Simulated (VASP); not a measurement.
# GaSb2 (P6/mmm) in VASP: further runs

Runs on GaSb2. Level: PBE. Tasks: single point, relaxation of cell and atoms.

Program: VASP 6.6.1. These are calculated values, not measurements. Logs are shortened: lines on timing, memory, paths and dates and some standing lists are left out, and cuts for length are marked.

### Step 1. The cell of the first run

The structure is hexagonal, space group P6/mmm (No. 191). Conventional cell: a = 5.390 Å, b = 5.390 Å, c = 3.152 Å, α = 90.00°, β = 90.00°, γ = 120.00°. Ga (site symmetry 6/mmm) has 2 Ga at 3.15 Å and 12 Sb at 3.49 Å within 4.1 Å. Sb (site symmetry -6m2) has 5 Sb at 3.11 to 3.15 Å and 6 Ga at 3.49 Å within 4.1 Å.

### Step 2. Single point, PBE

INCAR reads:

```
SYSTEM = GaSb2
PREC = Accurate
ENCUT = 520
EDIFF = 1E-6
ISMEAR = 0
SIGMA = 0.1
LREAL = .False.
LASPH = .True.
NELM = 100
ALGO = Normal
ISIF = 2
LWAVE = .False.
LCHARG = .False.
GGA = PE
NBANDS = 18
```

KPOINTS reads:

```
Automatic mesh
0
Gamma
  12 12 14
  0 0 0
```

POSCAR reads:

```
GaSb2
1.0
    5.3897427244      0.0000000000      0.0000000000
   -2.6948713622      4.6676541193      0.0000000000
    0.0000000000      0.0000000000      3.1521406140
Ga Sb
1 2
Direct
    0.0000000000      0.0000000000      0.0000000000
    0.3333333333      0.6666666667      0.5000000000
    0.6666666667      0.3333333333      0.5000000000
```

Potentials or basis: VASP PAW PBE potentials, release 64 (Ga_d, Sb).

Launch:

```bash
> cat potpaw_PBE.64/Ga_d/POTCAR potpaw_PBE.64/Sb/POTCAR > POTCAR
> mpirun -np 1 vasp_std > vasp.out
```

OUTCAR:

```text
SYSTEM = GaSb2
   PREC = Accurate
   ENCUT = 520
   EDIFF = 1E-6
   ISMEAR = 0
   LREAL = .False.
   LASPH = .True.
   NELM = 100
   ISIF = 2
   GGA = PE

 ion  position               nearest neighbor table
   1  0.000  0.000  0.000-
   2  0.333  0.667  0.500-   3 3.11   3 3.11   3 3.11
   3  0.667  0.333  0.500-   2 3.11   2 3.11   2 3.11

  LATTYP: Found a hexagonal cell.
 ALAT       =     5.3897427244
 C/A-ratio  =     0.5848406455

  Lattice vectors:

 A1 = (   5.3897427244,   0.0000000000,   0.0000000000)
 A2 = (  -2.6948713622,   4.6676541193,   0.0000000000)
 A3 = (   0.0000000000,   0.0000000000,   3.1521406140)

Analysis of symmetry for initial positions (statically):
=====================================================================
 Subroutine PRICEL returns:
 Original cell was already a primitive cell.

 Routine SETGRP: Setting up the symmetry group for a
 hexagonal supercell.

 Subroutine GETGRP returns: Found 24 space group operations
 (whereof 24 operations were pure point group operations)
 out of a pool of 24 trial point group operations.

The static configuration has the point symmetry D_6h.

Analysis of symmetry for dynamics (positions and initial velocities):
=====================================================================
 Subroutine PRICEL returns:
 Original cell was already a primitive cell.

 Routine SETGRP: Setting up the symmetry group for a
 hexagonal supercell.

 Subroutine GETGRP returns: Found 24 space group operations
 (whereof 24 operations were pure point group operations)
 out of a pool of 24 trial point group operations.

The dynamic configuration has the point symmetry D_6h.

 Subroutine INISYM returns: Found 24 space group operations
 (whereof 24 operations are pure point group operations),
 and found     1 'primitive' translations

----------------------------------------------------------------------------------------

                                     Primitive cell

  volume of cell :      79.2998

  direct lattice vectors                    reciprocal lattice vectors
     5.389742724  0.000000000  0.000000000     0.185537613  0.107120191  0.000000000
    -2.694871362  4.667654119  0.000000000     0.000000000  0.214240382  0.000000000
     0.000000000  0.000000000  3.152140614     0.000000000  0.000000000  0.317244731

  length of vectors
     5.389742724  5.389742724  3.152140614     0.214240382  0.214240382  0.317244731

  position of ions in fractional coordinates (direct lattice)
     0.000000000  0.000000000  0.000000000
     0.333333333  0.666666667  0.500000000
     0.666666667  0.333333333  0.500000000

  ion indices of the primitive-cell ions
   primitive index   ion index
                 1           1
                 2           2
                 3           3

----------------------------------------------------------------------------------------

 KPOINTS: Automatic mesh

Automatic generation of k-mesh.
 Grid dimensions read from file:
 generate k-points for:   12   12   14

 Generating k-lattice:

  Cartesian coordinates                     Fractional coordinates (reciprocal lattice)
     0.015461468  0.008926683  0.000000000     0.083333333 -0.000000000  0.000000000
     0.000000000  0.017853365  0.000000000     0.000000000  0.083333333  0.000000000
     0.000000000  0.000000000  0.022660338     0.000000000  0.000000000  0.071428571

  Length of vectors
     0.017853365  0.017853365  0.022660338

  Shift w.r.t. Gamma in fractional coordinates (k-lattice)
     0.000000000  0.000000000  0.000000000

 Subroutine IBZKPT returns following result:
 ===========================================

 Found    152 irreducible k-points:

 Following reciprocal coordinates:
            Coordinates               Weight
  0.000000  0.000000  0.000000      1.000000
  0.083333  0.000000  0.000000      6.000000
  0.166667  0.000000  0.000000      6.000000
  0.250000  0.000000  0.000000      6.000000
  0.333333  0.000000  0.000000      6.000000
  0.416667  0.000000  0.000000      6.000000
[... 16 lines left out ...]
  0.250000  0.000000  0.071429     12.000000
  0.333333  0.000000  0.071429     12.000000
 [... further k-points ...]
   k-points           NKPTS =    152   k-points in BZ     NKDIM =    152   number of bands    NBANDS=     18
   number of dos      NEDOS =    301   number of ions     NIONS =      3
   total plane-waves  NPLWV =  38400
   dimension x,y,z NGX =    40 NGY =   40 NGZ =   24
   dimension x,y,z NGXF=    80 NGYF=   80 NGZF=   48
   ions per type =               1   2
   NGX,Y,Z   is equivalent  to a cutoff of  12.34, 12.34, 12.66 a.u.
   NGXF,Y,Z  is equivalent  to a cutoff of  24.68, 24.68, 25.32 a.u.
 SYSTEM =  GaSb2
   PREC   = accura    normal or accurate (medium, high low for compatibility)
   ISTART =      0    job   : 0-new  1-cont  2-samecut
   ICHARG =      2    charge: 1-file 2-atom 10-const
   ISPIN  =      1    spin polarized calculation?
   LNONCOLLINEAR =      F non collinear calculations
   LSORBIT =      F    spin-orbit coupling
   LASPH  =      T    aspherical Exc in radial PAW
   ENCUT  =  520.0 eV  38.22 Ry    6.18 a.u.  10.02 10.02  5.86*2*pi/ulx,y,z
   NELM   =    100;   NELMIN=  2; NELMDL= -5     # of ELM steps
   EDIFF  = 0.1E-05   stopping-criterion for ELM
   LREAL  =      F    real-space projection
   EDIFFG = 0.1E-04   stopping-criterion for IOM
   NSW    =      0    number of steps for IOM
   IBRION =     -1    ionic relax: 0-MD 1-quasi-New 2-CG
   NFREE  =      0    steps in history (QN), initial steepest desc. (CG)
   ISIF   =      2    stress and relaxation
   ISYM   =      2    0-nonsym 1-usesym 2-fastsym
   POTIM  = 0.5000    time-step for ionic-motion
   TEBEG  =    0.0;   TEEND  =   0.0 temperature during run
   PSTRESS=    0.0 pullay stress
   NELECT =      23.0000    total number of electrons
   NUPDOWN=      -1.0000    fix difference up-down
   EMIN   =  10.00;   EMAX   =-10.00  energy-range for DOS
   EFERMI =   0.00;   METHOD = LEGACY
   ISMEAR =     0;   SIGMA  =   0.10  broadening in eV -4-tet -1-fermi 0-gaus
   EFERMI_NEDOS =   21; number of points for ismear=-14 and -15
   IALGO  =     38    algorithm
   IMIX   =      4    mixing-type and parameters
     AMIX     =   0.40;   BMIX     =  1.00
     AMIX_MAG =   1.60;   BMIX_MAG =  1.00
  volume/ion in A,a.u.               =      26.43       178.38
  Fermi-wavevector in a.u.,A,eV,Ry     =   1.083661  2.047822 15.977602  1.174321
  Thomas-Fermi vector in A             =   2.219732
   LORBIT       =      0    0 simple, 1 ext, 2 COOP (PROOUT), +10 PAW based schemes
   GGA     = PE    functional components
   LHFCALC =     F    Hartree Fock is set to
   AEXX    =    0.0000 exact exchange contribution
   IVDW    =     0    specifies the selected vdW correction
   LEPSILON=     F    determine dielectric tensor
   LRPA    =     F    only Hartree local field effects (RPA)
 non-spin polarized calculation
 Gauss-broadening in eV      SIGMA  =   0.10
  energy-cutoff  :      520.00
  volume of cell :       79.30
 maximum number of plane-waves:      2154
   NGX = 21   NGY = 21   NGZ = 11

 number of electron      22.9999980 magnetization

 Free energy of the ion-electron system (eV)
  ---------------------------------------------------
  ext. energy  EPLUGINS =         0.00000000
  ---------------------------------------------------
  free energy    TOTEN  =       -10.81180550 eV

  energy without entropy =      -10.80414921  energy(sigma->0) =      -10.80797736

 E-fermi :   6.8776     XC(G=0): -10.0075

 val. band max:        6.8765318926   @ k =   0.2500   0.0833   0.0714
 cond. band min:       6.8788908945   @ k =   0.2500   0.1667   0.4286
 fundamental gap:      0.0023590019
 Fermi energy:         6.8776324764

 k-point     1 :       0.0000    0.0000    0.0000
  band No.  band energies     occupation
      1      -8.1173      2.00000
      2      -8.0604      2.00000
      3      -8.0604      2.00000
      4      -8.0140      2.00000
      5      -8.0140      2.00000
      6      -5.4029      2.00000
[... 10 lines left out ...]
     17      13.4702      0.00000
     18      15.3869      0.00000

 k-point     2 :       0.0833    0.0000    0.0000
  band No.  band energies     occupation
      1      -8.1172      2.00000
      2      -8.0606      2.00000
      3      -8.0601      2.00000
      4      -8.0140      2.00000
      5      -8.0140      2.00000
      6      -5.3608      2.00000
[... 10 lines left out ...]
     17      13.5154      0.00000
     18      15.2948      0.00000

 k-point     3 :       0.1667    0.0000    0.0000
  band No.  band energies     occupation
      1      -8.1170      2.00000
      2      -8.0612      2.00000
      3      -8.0596      2.00000
      4      -8.0141      2.00000
      5      -8.0140      2.00000
      6      -5.2355      2.00000
[... 10 lines left out ...]
     17      13.6304      0.00000
     18      15.0517      0.00000

 k-point     4 :       0.2500    0.0000    0.0000
  band No.  band energies     occupation
      1      -8.1167      2.00000
      2      -8.0622      2.00000
      3      -8.0588      2.00000
      4      -8.0142      2.00000
      5      -8.0140      2.00000
      6      -5.0314      2.00000
[... 375 lines left out ...]
      4      -8.0172      2.00000
      5      -8.0170      2.00000
      6      -5.1619      2.00000
[... 10 lines left out ...]
     17      14.1998      0.00000
     18      14.6580      0.00000

 k-point    23 :       0.2500    0.0000    0.0714
  band No.  band energies     occupation
      1      -8.1096      2.00000
      2      -8.0616      2.00000
      3      -8.0583      2.00000
      4      -8.0174      2.00000
      5      -8.0171      2.00000
      6      -4.9578      2.00000
[... 10 lines left out ...]
     17      13.8628      0.00000
     18      14.8081      0.00000

 k-point    24 :       0.3333    0.0000    0.0714
  band No.  band energies     occupation
      1      -8.1093      2.00000
      2      -8.0625      2.00000
      3      -8.0576      2.00000
      4      -8.0176      2.00000
      5      -8.0171      2.00000
      6      -4.6869      2.00000
[... 10 lines left out ...]
     17      13.5542      0.00000
     18      14.9874      0.00000

 [... further k-points ...]
[... 5 lines left out ...]
  --------------------------------------------------------------------------------------
  -------------------------------------------------------------------------------------
  Total       -0.0110896     -0.0110896     -0.0424943     -0.0000000      0.0000000      0.0000000
  in kB       -0.2240551     -0.2240551     -0.8585559     -0.0000000      0.0000000      0.0000000
  external PRESSURE =      -0.4355554 kB  Pullay stress =       0.0000000 kB

 VOLUME and BASIS-vectors are now :
 -----------------------------------------------------------------------------
  energy-cutoff  :      520.00
  volume of cell :       79.30
      direct lattice vectors                 reciprocal lattice vectors
     5.389742724  0.000000000  0.000000000     0.185537613  0.107120191  0.000000000
    -2.694871362  4.667654119  0.000000000     0.000000000  0.214240382  0.000000000
     0.000000000  0.000000000  3.152140614     0.000000000  0.000000000  0.317244731

 POSITION                                       TOTAL-FORCE (eV/Angst)
 -----------------------------------------------------------------------------------
      0.00000      0.00000      0.00000         0.000000      0.000000      0.000000
     -0.00000      3.11177      1.57607         0.000000      0.000000      0.000000
      2.69487      1.55588      1.57607        -0.000000      0.000000      0.000000
 -----------------------------------------------------------------------------------
    total drift:                                0.000000     -0.000000      0.000000

  FREE ENERGIE OF THE ION-ELECTRON SYSTEM (eV)
  ---------------------------------------------------
  free  energy   TOTEN  =       -10.8118055010 eV

  energy  without entropy=      -10.8041492133  energy(sigma->0) =      -10.80797736
```

It took 51 s on 1 thread of Intel Xeon 6975P-C (Granite Rapids), shared host; peak memory 0.35 GiB.

Results:

| Quantity | Value |
| --- | --- |
| Free energy | -10.8118 eV |
| Pressure | 0.0 GPa |

Caveat: spin-orbit coupling is left out, which moves the levels of the heavy elements.

### Step 3. Relaxation of cell and atoms, PBE

This run uses another cell than the first one, of 26.75 Å³/atom, 1.012 times its volume.

INCAR reads:

```
PREC     = Accurate       # precision mode
ENCUT    = 600            # plane-wave cutoff, eV
EDIFF    = 1E-7           # SCF threshold, eV
ISMEAR   = 0              # smearing method
SIGMA    = 0.1            # smearing width, eV
LREAL    = False          # projectors in reciprocal space
LASPH    = True           # aspherical terms in the spheres
NELM     = 100            # most SCF steps
ALGO     = Normal         # electronic algorithm
ISIF     = 3              # what is computed and relaxed
LWAVE    = False          # write WAVECAR
LCHARG   = False          # write CHGCAR
GGA      = PE             # functional
IBRION   = 2              # ionic algorithm
NSW      = 100            # ionic steps
EDIFFG   = -0.01          # ionic threshold
```

KPOINTS reads:

```
regular mesh
0
Gamma
  12 12 14
```

POSCAR reads:

```
GaSb2
1.0
    5.3833730015      0.0000000000      0.0000000000
   -2.6916865007      4.6621377773      0.0000000000
    0.0000000000      0.0000000000      3.1974683203
Ga Sb
1 2
Direct
    0.0000000000      0.0000000000      0.0000000000
    0.3333333333      0.6666666667      0.5000000000
    0.6666666667      0.3333333333      0.5000000000
```

Potentials or basis: VASP PAW PBE potentials, release 64 (Ga_d, Sb).

Launch:

```bash
> cat potpaw_PBE.64/Ga_d/POTCAR potpaw_PBE.64/Sb/POTCAR > POTCAR
> mpirun -np 1 vasp_std > vasp.out
```

Run time: 4.5 min. Hardware: 1 thread of Intel Xeon 6975P-C (Granite Rapids), shared host; peak memory 0.42 GiB.

The run converged. Its results:

| Quantity | Value |
| --- | --- |
| Free energy | -10.8118 eV |
| Relaxed volume | 26.41 Å³/atom |
| Relaxed cell | a = 5.390 Å, b = 5.390 Å, c = 3.149 Å, α = 90.00°, β = 90.00°, γ = 120.00° |
| Space group after relaxing (to 0.05 Å) | P6/mmm (No. 191) |
| Energy gained by relaxing | 2.2 meV/atom |
| Ionic steps | 5 |
| Pressure after relaxing | 0.0 GPa |

Step by step:
```csv
step,energy change (eV),largest force (eV/Å),pressure (GPa),volume (Å³)
1,0.0000,0.0000,-0.52,80.25
2,-0.0064,0.0000,0.00,79.25
3,-0.0065,0.0000,0.05,79.15
4,-0.0065,0.0000,0.06,79.13
5,-0.0065,0.0000,0.00,79.23
```

Final structure:
```
Ga Sb
1.0
     5.38981    0.00000    0.00000
    -2.69490    4.66771    0.00000
     0.00000    0.00000    3.14913
Ga Sb
1 2
Cartesian
  -2.6949 4.6677 3.1491
  0.0000 3.1118 1.5746
  2.6949 1.5559 1.5746
```

Levels at points of the mesh, in eV from the Fermi level:
| k point | band 9 | band 10 | band 11 | band 12 | band 13 | band 14 | band 15 |
| --- | --- | --- | --- | --- | --- | --- | --- |
| (0.00, 0.00, 0.00) | -3.86 | -3.86 | -2.37 | -2.37 | 2.79 | 6.30 | 6.58 |
| (0.50, 0.00, 0.00) | -5.06 | -0.37 | 0.31 | 1.62 | 2.52 | 3.42 | 3.92 |
| (0.00, 0.00, 0.50) | -2.17 | -1.90 | -1.90 | -1.61 | -0.23 | 1.11 | 1.11 |
| (0.50, 0.00, 0.50) | -4.70 | -2.69 | -2.63 | -2.55 | 0.84 | 2.44 | 3.01 |

Caveat: spin-orbit coupling is left out, which moves the levels of the heavy elements.

### Step 4. Single point, PBE

This run uses another cell than the first one, of 22.23 Å³/atom, 0.841 times its volume.

INCAR reads:

```
SYSTEM = GaSb2
  ALGO = Normal
  EDIFF = 1E-6
  ENCUT = 520
  GGA = PE
  ISIF = 2
  ISMEAR = 0
  LASPH = .TRUE.
  LCHARG = .TRUE.
  LELF = .TRUE.
  LREAL = .FALSE.
  LVHAR = .TRUE.
  LWAVE = .FALSE.
  NBANDS = 18
  NELM = 100
  PREC = Accurate
  SIGMA = 0.1
```

KPOINTS reads:

```
k-points
0
G
  6 6 4
  0 0 0
```

POSCAR reads:

```
GaSb2
1.0
    4.1113697900      0.0000000000      0.0000000000
   -2.0556849000      3.5605506800      0.0000000000
    0.0000000000      0.0000000000      4.5565498600
Ga Sb
1 2
Direct
    0.0000000000      0.0000000000      0.0000000000
    0.3333333300      0.6666666700      0.5000000000
    0.6666666700      0.3333333300      0.5000000000
```

Launch:

```bash
> cat potpaw_PBE.64/Ga_d/POTCAR potpaw_PBE.64/Sb/POTCAR > POTCAR
> mpirun -np 1 vasp_std > vasp.out
```

It took 10 s on 1 thread of Intel Xeon 6975P-C (Granite Rapids), shared host; peak memory 0.19 GiB.

It converged, with:

```
Free energy : -4.9115 eV
Pressure    : 48.2 GPa
```

Stress tensor (GPa, compression positive):
```
71.35  0.00  0.00
 0.00 71.35  0.00
 0.00  0.00  1.96
```

Levels at points of the mesh, in eV from the Fermi level:
```tsv
k point	band 7	band 8	band 9	band 10	band 11	band 12	band 13	band 14	band 15	band 16
(0.00, 0.00, 0.00)	-5.73	-5.25	-4.24	-4.24	-2.67	-0.43	-0.43	2.69	4.32	5.73
(0.50, 0.00, 0.00)	-11.53	-6.32	-5.02	-2.97	-1.72	-0.67	-0.24	2.74	3.12	5.91
(0.00, 0.00, 0.50)	-8.92	-4.12	-4.12	-2.36	0.22	0.69	0.69	1.47	2.52	2.52
(0.50, 0.00, 0.50)	-11.20	-6.19	-6.01	-5.44	-2.51	-0.38	0.90	5.08	5.38	6.91
```

Caveat: spin-orbit coupling is left out, which moves the levels of the heavy elements.

### Step 5. Summary

```csv
task,cell,k mesh,cutoff (eV),gap on the mesh (eV),pressure (GPa)
single point,"a = 5.390, b = 5.390, c = 3.152 Å, angles 90.0, 90.0, 120.0°, 3 atoms",12 × 12 × 14,520,none,0.0
relaxation of cell and atoms,"relaxed from a = 5.383, b = 5.383, c = 3.197 Å, angles 90.0, 90.0, 120.0°, 3 atoms",12 × 12 × 14,600,none,0.0
single point,"a = 4.111, b = 4.111, c = 4.557 Å, angles 90.0, 90.0, 120.0°, 3 atoms",6 × 6 × 4,520,none,48.2
```

Alike in all rows: level PBE; potentials or basis VASP PAW PBE potentials, release 64 (Ga_d, Sb); no spin polarisation; smearing gaussian 0.1 eV.

Caveats: spin-orbit coupling is left out, which moves the levels of the heavy elements.

Total energies depend on the potentials used, so only differences within one code and one set of settings carry meaning.
